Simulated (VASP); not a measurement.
Runs of VASP 6.6.1 on GaSb. The structure is that of space group F-43m (No. 216), or close to it. The cells are those of the table. 

| cell | gap on the mesh (eV) | pressure (GPa) |
| --- | --- | --- |
| a = 4.326, b = 4.424, c = 4.424 Å, angles 58.5, 60.7, 60.7°, 2 atoms | none | (b) |
| a = 4.326, b = 4.294, c = 4.294 Å, angles 60.5, 59.8, 59.8°, 2 atoms | (a) | 0.7 |
| a = 4.326, b = 4.441, c = 4.441 Å, angles 58.3, 60.9, 60.9°, 2 atoms | none | -2.4 |
| a = 4.326, b = 4.391, c = 4.391 Å, angles 59.0, 60.5, 60.5°, 2 atoms | none | -1.5 |
| a = 4.326, b = 4.359, c = 4.359 Å, angles 59.5, 60.2, 60.2°, 2 atoms | none | -0.8 |

Alike in all rows: task single point; level PBEsol; potentials or basis VASP PAW PBE potentials, release 64 (Ga_d, Sb); no spin polarisation; k mesh 14 × 14 × 14; cutoff (eV) 520; smearing gaussian 0.15 eV.

Question: Fill in the values left out.

Answer: (a) 0.04; (b) -2.1.

Caveats: semilocal functionals underestimate gaps, and a narrow one can read as zero; the PAW data sets were made with another functional, which shifts forces and pressure a little; spin-orbit coupling is left out, which moves the levels of the heavy elements; the smearing spreads over this small gap (at least some runs).

A k mesh can miss the band edges, and the runs leave out spin-orbit coupling on Ga, Sb.

A gap of «none» marks levels without a gap at the run's occupations.
